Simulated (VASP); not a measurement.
Set up this calculation in VASP 6.6.1, as the native input.

- Task: relaxation of cell and atoms
- Functional: PBE
- Potentials or basis: VASP PAW PBE potentials, release 64 (Ir)
- Cutoff: 500 eV
- k mesh: 21 × 21 × 21
- Occupations: fermi-dirac, width 0.05 eV
- Spin: no spin polarisation
- Dipole correction: no
- Further INCAR settings: ALGO = Normal; EDIFF = 1e-07; IBRION = 2; EDIFFG = -0.01; NSW = 80; ISIF = 3

The structure of Ir lies in POSCAR:

```
Ir
1.0
    0.0000000000      1.9150000000      1.9150000000
    1.9150000000      0.0000000000      1.9150000000
    1.9150000000      1.9150000000      0.0000000000
Ir
1
Direct
    0.0000000000      0.0000000000      0.0000000000
```

The input as run:

INCAR

```
SYSTEM = Ir
PREC = Accurate ; ENCUT = 500
EDIFF = 1E-7 ; ISMEAR = -1
SIGMA = 0.05 ; LREAL = .False.
LASPH = .True. ; NELM = 120
ALGO = Normal ; ISIF = 3
LWAVE = .False. ; LCHARG = .False.
GGA = PE ; IBRION = 2
NSW = 80 ; EDIFFG = -0.01
GGA_COMPAT = .False. ; NELMIN = 4
```

KPOINTS

```
regular mesh
0
Gamma
  21 21 21
  0 0 0
```

Potentials or basis: VASP PAW PBE potentials, release 64 (Ir).

The run is started by

```sh
$ cat potpaw_PBE.64/Ir/POTCAR > POTCAR
$ mpirun -np 1 vasp_std > vasp.out
```

It gave:

- Relaxed volume: 14.52 Å³/atom
- Relaxed cell: a = 2.738 Å, b = 2.738 Å, c = 2.738 Å, α = 60.00°, β = 60.00°, γ = 60.00°
- Space group after relaxing (to 0.1 Å): Fm-3m (No. 225)
- Energy gained by relaxing: 18.0 meV/atom
- Ionic steps: 4
- Pressure after relaxing: 0.0 GPa
- Band gap on the k mesh: zero (an odd number of electrons rules out a gap without spin polarisation)

Caveat: spin-orbit coupling is left out, which moves the levels of the heavy elements.

Wall time 44 s on 1 thread of Intel(R) Xeon(R) Platinum 8488C (Sapphire Rapids), on a shared host, peak memory 0.16 GiB.
